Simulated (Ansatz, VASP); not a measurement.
Two plane-wave programs on Sb

Contents of INCAR:

```
SYSTEM = Sb
ALGO = Normal ; EDIFF = 1E-6
ENCUT = 520 ; GGA = PS
ISIF = 2 ; ISMEAR = 0
LASPH = .True. ; LCHARG = .True.
LELF = .True. ; LREAL = .False.
LVHAR = .True. ; LWAVE = .False.
NBANDS = 14 ; NELM = 80
PREC = Accurate ; SIGMA = 0.1
```

The input KPOINTS:

```
k-points
0
Gamma
  6 6 6
  0 0 0
```

The input POSCAR:

```
Sb
1.0
    5.8120871113      0.0000000000      0.0000000000
   -2.9060435557      5.0334150874      0.0000000000
    0.0000000000      0.0000000000      3.5630620987
Sb
3
Direct
    0.0000000000      0.0000000000      0.0000000000
    0.3333333333      0.6666666667      0.5000000000
    0.6666666667      0.3333333333      0.5000000000
```

Input for Ansatz:

```yaml
crystal:
  lattice:
    - [5.8120871113, 0.0, 0.0]
    - [-2.9060435557, 5.0334150874, 0.0]
    - [0.0, 0.0, 3.5630620987]
  atoms:
    - { symbol: Sb, position: [0.0, 0.0, 0.0] }
    - { symbol: Sb, position: [0.3333333333, 0.6666666667, 0.5] }
    - { symbol: Sb, position: [0.6666666667, 0.3333333333, 0.5] }
basis:
  ecutwfc: 420
kpoints:
  mp_grid: { grid: [6, 6, 6] }
hamiltonian:
  xc: pbesol
scf:
  occupations: { method: gaussian, width: 0.1 }
  lower_state_search: "off"
output:
  forces: true
  stress: true
  eigenvalues: true
```

Alike in both runs: task single point; functional PBEsol; k mesh 6 × 6 × 6; occupations gaussian, width 0.1 eV; no spin polarisation.

|  | VASP | Ansatz |
| --- | --- | --- |
| version | VASP 6.6.1 | Ansatz 0.2.0 |
| potentials or method | VASP PAW PBE potentials, release 64 (Sb), cutoff 520 eV | scalar-relativistic, plane waves, PAW |
| valence electrons in the cell | 15 | 45 |

```tsv
	VASP	Ansatz	Ansatz less VASP
gap on the k mesh at the Fermi level (eV)	none	none	-
pressure (GPa)	-10.1	-10.0	+0.04
traceless stress, the component that is largest in VASP (GPa)	-1.24	-1.24	0.000
```

VASP's potentials were made for PBE, not for PBEsol. A gap of «none» marks a metal or a gap that the smearing closes. VASP's potentials hold 15 valence electrons a cell and Ansatz's 45, so a difference there can come from the potentials and not from the codes.

Neither program's run includes spin-orbit coupling.
